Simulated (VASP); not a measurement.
# Sn (I4_1/amd) in VASP: further runs, part 2 of 2

VASP 6.6.1.

## Step 3: Single point, r2SCAN (30.34 Å³/atom)

This run uses another cell than the first one, of 30.34 Å³/atom.

The input, POSCAR:

```
Sn
1.0
   -3.0100520837      3.0100520837      1.6744619686
    3.0100520837     -3.0100520837      1.6744619686
    3.0100520837      3.0100520837     -1.6744619686
Sn
2
Direct
    0.7500000000      0.2500000000      0.5000000000
    0.0000000000      0.0000000000      0.0000000000
```

The input, INCAR.step1:

```
ALGO     = Normal         # electronic algorithm
EDIFF    = 1E-4           # SCF threshold, eV
ENCUT    = 520            # plane-wave cutoff, eV
GGA      = PE             # functional
ISMEAR   = 0              # smearing method
LASPH    = True           # aspherical terms in the spheres
LCHARG   = False          # write CHGCAR
LREAL    = False          # projectors in reciprocal space
LWAVE    = True           # write WAVECAR
NBANDS   = 21             # bands
NELM     = 60             # most SCF steps
PREC     = Accurate       # precision mode
SIGMA    = 0.1            # smearing width, eV
```

The input, INCAR.step2:

```
ALGO     = Normal         # electronic algorithm
EDIFF    = 1E-6           # SCF threshold, eV
ENCUT    = 520            # plane-wave cutoff, eV
ISIF     = 2              # what is computed and relaxed
ISMEAR   = 0              # smearing method
ISTART   = 1            
LASPH    = True           # aspherical terms in the spheres
LCHARG   = True           # write CHGCAR
LELF     = True           # ELF
LMIXTAU  = True         
LREAL    = False          # projectors in reciprocal space
LVHAR    = True         
LWAVE    = False          # write WAVECAR
METAGGA  = R2SCAN         # meta-GGA
NBANDS   = 21             # bands
NELM     = 60             # most SCF steps
PREC     = Accurate       # precision mode
SIGMA    = 0.1            # smearing width, eV
```

The input, KPOINTS:

```
k-points
0
Gamma
  14 14 14
```

Potentials or basis: VASP PAW PBE potentials, release 64 (Sn_d).

On the command line:

```bash
$ cat potpaw_PBE.64/Sn_d/POTCAR > POTCAR
$ cp INCAR.step1 INCAR
$ mpirun -np 1 vasp_std > vasp.out
$ cp INCAR.step2 INCAR
$ mpirun -np 1 vasp_std > vasp.out
```

OUTCAR:

```text
EDIFF = 1E-6
   ENCUT = 520
   ISIF = 2
   ISMEAR = 0
   ISTART = 1
   LASPH = True
   LREAL = False
   METAGGA = R2SCAN
   NELM = 60
   PREC = Accurate

 ion  position               nearest neighbor table
   1  0.750  0.250  0.500-   2 3.12   2 3.12   2 3.12   2 3.12
   2  0.000  0.000  0.000-   1 3.12   1 3.12   1 3.12   1 3.12

  LATTYP: Found a body centered tetragonal cell.
 ALAT       =     6.0201041674
 C/A-ratio  =     0.5562900315

  Lattice vectors:

 A1 = (  -3.0100520837,   3.0100520837,   1.6744619686)
 A2 = (   3.0100520837,  -3.0100520837,   1.6744619686)
 A3 = (   3.0100520837,   3.0100520837,  -1.6744619686)

Analysis of symmetry for initial positions (statically):
=====================================================================
 Subroutine PRICEL returns:
 Original cell was already a primitive cell.

 Routine SETGRP: Setting up the symmetry group for a
 body centered tetragonal supercell.

 Subroutine GETGRP returns: Found 16 space group operations
[... 163 lines left out ...]
  ---------------------------------------------------
  free energy    TOTEN  =       -49.16856919 eV

  energy without entropy =      -49.16339293  energy(sigma->0) =      -49.16598106

 E-fermi :   6.5757     XC(G=0): -10.5499

 val. band max:        6.5380838680   @ k =  -0.2143   0.4286   0.0714
 cond. band min:       6.5890734819   @ k =   0.4286   0.3571   0.0000
 fundamental gap:      0.0509896139
 Fermi energy:         6.5757420704

 k-point     1 :       0.0000    0.0000    0.0000
  band No.  band energies     occupation
      1     -15.6258      2.00000
      2     -15.5459      2.00000
      3     -15.5153      2.00000
      4     -15.5002      2.00000
      5     -15.4021      2.00000
      6     -15.4021      2.00000
[... 565 lines left out ...]
     20      14.5681      0.00000
     21      15.6699      0.00000

 [... further k-points ...]

------------------------ aborting loop because EDIFF is reached ----------------------------------------

  FORCE on cell =-STRESS in cart. coord.  units (eV):
  Direction    XX          YY          ZZ          XY          YZ          ZX
  --------------------------------------------------------------------------------------
  -------------------------------------------------------------------------------------
  Total       -1.5390647     -1.5390647     -1.5665070      0.0000000      0.0000000      0.0000000
  in kB      -40.6334940    -40.6334940    -41.3580077      0.0000000      0.0000000      0.0000000
  external PRESSURE =     -40.8749986 kB  Pullay stress =       0.0000000 kB

 VOLUME and BASIS-vectors are now :
 -----------------------------------------------------------------------------
  energy-cutoff  :      520.00
  volume of cell :       60.69
      direct lattice vectors                 reciprocal lattice vectors
    -3.010052084  3.010052084  1.674461969     0.000000000  0.166110083  0.298603378
     3.010052084 -3.010052084  1.674461969     0.166110083  0.000000000  0.298603378
     3.010052084  3.010052084 -1.674461969     0.166110083  0.166110083  0.000000000

 POSITION                                       TOTAL-FORCE (eV/Angst)
 -----------------------------------------------------------------------------------
     -0.00000      3.01005      0.83723         0.000000     -0.000000      0.000000
      0.00000      0.00000      0.00000        -0.000000      0.000000     -0.000000
 -----------------------------------------------------------------------------------
    total drift:                               -0.000000      0.000000     -0.000000

  FREE ENERGIE OF THE ION-ELECTRON SYSTEM (eV)
  ---------------------------------------------------
  free  energy   TOTEN  =       -49.1685691885 eV

  energy  without entropy=      -49.1633929298  energy(sigma->0) =      -49.16598106
```

OUTCAR.step1:

```text
EDIFF = 1E-4
   ENCUT = 520
   GGA = PE
   ISMEAR = 0
   LASPH = True
[... 800 lines left out ...]
 -----------------------------------------------------------------------------------
     -0.00000      3.01005      0.83723         0.000000     -0.000000      0.000000
      0.00000      0.00000      0.00000        -0.000000      0.000000     -0.000000
 -----------------------------------------------------------------------------------
    total drift:                               -0.000000      0.000000     -0.000000

  FREE ENERGIE OF THE ION-ELECTRON SYSTEM (eV)
  ---------------------------------------------------
  free  energy   TOTEN  =        -7.5747447368 eV

  energy  without entropy=       -7.5687549311  energy(sigma->0) =       -7.57174983
```

It took 23 min on 1 thread of Oxide Virtual Turin-like, shared host; peak memory 0.35 GiB.

What came out:

```yaml
Free_energy: -49.1686 eV
Pressure: -4.1 GPa
Band_gap_on_the_k_mesh: zero (bands 14 and 15 overlap by 3.71 eV)
```

Caveat: the cell stands under tension; the PAW data sets were made with another functional, which shifts forces and pressure a little; spin-orbit coupling is left out, which moves the levels of the heavy elements.

The gap in the log of VASP goes by the Fermi energy; the results here count the filled bands.